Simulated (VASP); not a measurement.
YHSe, 3 atoms in the cell. It takes space group P-6m2 (No. 187, hexagonal). Conventional cell: a = 3.839 Å, b = 3.839 Å, c = 3.919 Å, α = 90.00°, β = 90.00°, γ = 120.00°. Y (site symmetry -6m2) has 3 H at 2.22 Å and 6 Se at 2.96 Å within 3.0 Å. Within 3.0 Å of H (site symmetry -6m2) lie 3 Y at 2.22 Å and 6 Se at 2.96 Å. Within 4.0 Å of Se (site symmetry -6m2) lie 6 H at 2.96 Å and 6 Y at 2.96 Å and 8 Se at 3.84 to 3.92 Å. 

- Program: VASP 6.6.1
- Task: relaxation of cell and atoms
- Functional: r2SCAN
- Potentials or basis: VASP PAW PBE potentials, release 64 (Y_sv, H, Se)
- Cutoff: 600 eV
- k mesh: 8 × 8 × 6
- Occupations: gaussian, width 0.01 eV
- Spin: no spin polarisation
- Target pressure: 7 GPa
- Dipole correction: no
- Further INCAR settings: ALGO = Normal; EDIFF = 1e-06; IBRION = 2; EDIFFG = -0.002; NSW = 100; ISIF = 3

Potentials or basis: VASP PAW PBE potentials, release 64 (Y_sv, H, Se).

Launch:

```bash
$ cat potpaw_PBE.64/Y_sv/POTCAR potpaw_PBE.64/H/POTCAR potpaw_PBE.64/Se/POTCAR > POTCAR
$ cp INCAR.step1 INCAR
$ mpirun -np 1 vasp_std > vasp.out
$ cp INCAR.step2 INCAR
$ mpirun -np 1 vasp_std > vasp.out
```

Hardware: 1 thread of Intel(R) Xeon(R) Platinum 8259CL CPU @ 2.50GHz (Skylake/Cascade Lake), on a shared host.

Problem. Estimate the wall time of this run.

Solution. It took 8.2 min on 1 thread of Intel(R) Xeon(R) Platinum 8259CL CPU @ 2.50GHz (Skylake/Cascade Lake), with other jobs on the host, peak memory 0.24 GiB. Counts: k points 40, ion steps 13.
